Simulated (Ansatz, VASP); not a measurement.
This is a calculation of Os for Ansatz 0.2.0.

Contents of input.yaml:

```yaml
crystal:
  lattice:
    - [2.7341, 0.0, 0.0]
    - [-1.36705, 2.3678000565, 0.0]
    - [0.0, 0.0, 4.3197]
  atoms:
    - { symbol: Os, position: [0.6666666667, 0.3333333333, 0.75] }
    - { symbol: Os, position: [0.3333333333, 0.6666666667, 0.25] }
hamiltonian:
  xc: pbe
  pseudopotentials: { kind: paw }
kpoints:
  mp_grid: { grid: [11, 11, 6] }
  band_path:
    path:
      - [[0.0, 0.0, 0.0], [0.5, 0.0, 0.0], [0.3333333333, 0.3333333333, 0.0], [0.0, 0.0, 0.0], [0.0, 0.0, 0.5], [0.5, 0.0, 0.5], [0.3333333333, 0.3333333333, 0.5], [0.0, 0.0, 0.5]]
      - [[0.5, 0.0, 0.5], [0.5, 0.0, 0.0]]
      - [[0.3333333333, 0.3333333333, 0.0], [0.3333333333, 0.3333333333, 0.5]]
    npoints: 14
scf:
  occupations: { method: fermi_dirac, width: 0.05 }
  n_extra_bands: 6
output:
  forces: true
  stress: true
  eigenvalues: true
  fatbands: false
```

Potentials or basis: Ansatz PAW.

Command:

```sh
$ ansatz run input.yaml --threads 2 --pin off --max-ram 5632MiB --backend cpu --events-out ev --progress --plain --runs-dir out
```

Task: Set up the same calculation for VASP 6.6.1. Potentials there: VASP PAW PBE potentials, release 54 (Os).

Result: As run (the cutoff follows the program's own potentials):

INCAR

```
SYSTEM = Os
PREC     = Accurate       ! precision mode
ENCUT    = 500            ! plane-wave cutoff, eV
EDIFF    = 1E-6           ! SCF threshold, eV
ISMEAR   = -1             ! smearing method
SIGMA    = 0.05           ! smearing width, eV
LREAL    = .False.        ! projectors in reciprocal space
LASPH    = .True.         ! aspherical terms in the spheres
NELM     = 100            ! most SCF steps
ALGO     = Normal         ! electronic algorithm
ISIF     = 2              ! what is computed and relaxed
LWAVE    = .False.        ! write WAVECAR
LCHARG   = .False.        ! write CHGCAR
LMAXMIX  = 4              ! l up to which the mixer works
GGA      = PE             ! functional
NBANDS   = 15             ! bands
```

File KPOINTS:

```
Automatic mesh
0
Gamma
  11 11 6
  0 0 0
```

File POSCAR:

```
Os
1.0
    2.7341000000      0.0000000000      0.0000000000
   -1.3670500000      2.3678000565      0.0000000000
    0.0000000000      0.0000000000      4.3197000000
Os
2
Direct
    0.6666666667      0.3333333333      0.7500000000
    0.3333333333      0.6666666667      0.2500000000
```

File KPOINTS_OPT:

```
path GMKGALHA,LM,KH
15
line-mode
reciprocal
 0.0000000000  0.0000000000  0.0000000000  G
 0.5000000000  0.0000000000  0.0000000000  M

 0.5000000000  0.0000000000  0.0000000000  M
 0.3333333333  0.3333333333  0.0000000000  K

 0.3333333333  0.3333333333  0.0000000000  K
 0.0000000000  0.0000000000  0.0000000000  G

 0.0000000000  0.0000000000  0.0000000000  G
 0.0000000000  0.0000000000  0.5000000000  A

 0.0000000000  0.0000000000  0.5000000000  A
 0.5000000000  0.0000000000  0.5000000000  L

 0.5000000000  0.0000000000  0.5000000000  L
 0.3333333333  0.3333333333  0.5000000000  H

 0.3333333333  0.3333333333  0.5000000000  H
 0.0000000000  0.0000000000  0.5000000000  A

 0.5000000000  0.0000000000  0.5000000000  L
 0.5000000000  0.0000000000  0.0000000000  M

 0.3333333333  0.3333333333  0.0000000000  K
 0.3333333333  0.3333333333  0.5000000000  H
```

Potentials or basis: VASP PAW PBE potentials, release 54 (Os).

The run is started by

```sh
$ cat potpaw_PBE.54/Os/POTCAR > POTCAR
$ mpirun -np 1 vasp_std > vasp.out
```

Both were run:

|  | VASP | Ansatz | Ansatz less VASP |
| --- | --- | --- | --- |
| gap on the k mesh at the Fermi level (eV) | none | none | - |
| pressure (GPa) | 8.9 | 8.8 | -0.03 |
| traceless stress, the component that is largest in VASP (GPa) | 0.18 | 0.29 | +0.111 |

A gap of «none» marks a metal or a gap that the smearing closes. VASP's potentials hold 16 valence electrons a cell and Ansatz's 32, so a difference there can come from the potentials and not from the codes.

Spin-orbit coupling is off throughout.
